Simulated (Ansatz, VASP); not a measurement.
# NaCoSe2S8 in VASP and in Ansatz

Contents of INCAR:

```
PREC = Accurate
ENCUT = 520
EDIFF = 1E-7
ISMEAR = -1
SIGMA = 0.0411
LREAL = False
LASPH = True
NELM = 150
ALGO = Normal
ISIF = 2
LWAVE = False
LCHARG = True
ISPIN = 2
MAGMOM = 0 3 0 0 0 0 0 0 0 0 0 0
LORBIT = 11
LMAXMIX = 4
LDAU = True
LDAUTYPE = 2
LDAUL = -1 2 -1 -1
LDAUU = 0 2.13 0 0
LDAUJ = 0 0 0 0
LDAUPRINT = 1
GGA = PS
LELF = True
LVHAR = True
NBANDS = 54
```

KPOINTS

```
Automatic mesh
0
Gamma
  4 4 2
```

Contents of POSCAR:

```
NaCoSe2S8
1.0
    4.8578500300      3.2017781400      0.0000000000
    4.8578500300     -3.2017781400      0.0000000000
    0.3606177400      0.0000000000     -8.4627168200
Na Co Se S
1 1 2 8
Direct
    0.0000000000      0.0000000000      0.5000000000
    0.0000000000      0.0000000000      0.0000000000
    0.3652000000      0.3652000000      0.7758900000
    0.6348000000      0.6348000000      0.2241100000
    0.2362000000      0.2362000000      0.9565000000
    0.7638000000      0.7638000000      0.0435000000
    0.2862000000      0.2862000000      0.5754000000
    0.7138000000      0.7138000000      0.4246000000
    0.7285000000      0.2359000000      0.7952000000
    0.7641000000      0.2715000000      0.2048000000
    0.2715000000      0.7641000000      0.2048000000
    0.2359000000      0.7285000000      0.7952000000
```

Input for Ansatz:

```yaml
crystal:
  lattice:
    - [4.85785003, 3.20177814, 0.0]
    - [4.85785003, -3.20177814, 0.0]
    - [0.36061774, 0.0, -8.46271682]
  atoms:
    - { symbol: Na, position: [0.0, 0.0, 0.5] }
    - { symbol: Co, position: [0.0, 0.0, 0.0], spin: 3.0 }
    - { symbol: Se, position: [0.3652, 0.3652, 0.77589] }
    - { symbol: Se, position: [0.6348, 0.6348, 0.22411] }
    - { symbol: S, position: [0.2362, 0.2362, 0.9565] }
    - { symbol: S, position: [0.7638, 0.7638, 0.0435] }
    - { symbol: S, position: [0.2862, 0.2862, 0.5754] }
    - { symbol: S, position: [0.7138, 0.7138, 0.4246] }
    - { symbol: S, position: [0.7285, 0.2359, 0.7952] }
    - { symbol: S, position: [0.7641, 0.2715, 0.2048] }
    - { symbol: S, position: [0.2715, 0.7641, 0.2048] }
    - { symbol: S, position: [0.2359, 0.7285, 0.7952] }
kpoints:
  mp_grid: { grid: [4, 4, 2], shift: [0, 0, 0] }
  band_path:
    path:
      - [0.0, 0.0, 0.0]
      - [0.35879831, -0.35879831, 0.0]
      - [-0.35879831, -0.64120169, 0.0]
      - [-0.5, -0.5, 0.0]
      - [0.0, 0.0, 0.0]
      - [-0.5, -0.5, -0.5]
      - [-0.35348536, -0.64651464, -0.5]
      - [0.35348536, -0.35348536, -0.5]
      - [0.0, 0.0, -0.5]
      - [0.0, 0.0, 0.0]
      - [0.0, -0.5, -0.5]
    npoints: 6
magnetization:
  spin_polarized: true
scf:
  occupations: { method: fermi_dirac, width: 0.0411 }
  lower_state_search: "off"
  max_iter: 200
hamiltonian:
  pseudopotentials: { kind: paw }
  xc: pbesol
  hubbard: { projectors: atomic, sites: [{ species: Co, l: d, u_eff: 2.13 }] }
basis:
  ecutwfc: 420
  fft_grid_basis: typed
output:
  forces: true
  stress: true
  eigenvalues: true
  bader: true
  populations: true
  elf: true
  write_potential: true
  volumetric_format: npy
  dos:
    e_range: [-12, 8]
    de: 0.05
    projected: { site_lists: { Co: [Co], Na: [Na], S: [S], Se: [Se] } }
checkpoint:
  read: saved_state
```

Alike in both runs: task single point; functional PBEsol; k mesh 4 × 4 × 2; occupations fermi-dirac, width 0.0411 eV; collinear spin; Hubbard terms Co d U = 2.13 eV.

```csv
,VASP,Ansatz
version,VASP 6.6.1,Ansatz 0.2.0
potentials or method,"VASP PAW PBE potentials, release 64 (Na_pv, Co, Se, S), cutoff 520 eV",PAW plane waves
valence electrons in the cell,76,106
```

Ansatz gave:

```
pressure (GPa)                                                : 19.1
traceless stress, the component that is largest in VASP (GPa) : 3.76
rms of the force components (eV/Å)                            : 3.039
net moment per atom (μB)                                      : 0.20
size of the moment on the site where the two differ most (μB) : 1.89
```

Question: What did VASP give for the same quantities?

Answer: Pressure (GPa): 19.3; traceless stress, the component that is largest in VASP (GPa): 3.77; rms of the force components (eV/Å): 3.014; net moment per atom (μB): 0.21; size of the moment on the site where the two differ most (μB): 2.07.

VASP's potentials were made for PBE, not for PBEsol. Site moments also hang on the region over which each program counts them. The programs project onto different local orbitals, so the same U acts differently, and such runs can settle in different states. Atom by atom the forces differ by 0.040 eV/Å (rms over components). VASP's potentials hold 76 valence electrons a cell and Ansatz's 106, so a difference there can come from the potentials and not from the codes. Ansatz's warnings: filled band counts differ across k points.

The k mesh is coarse, so the values compare programs but aren't converged.
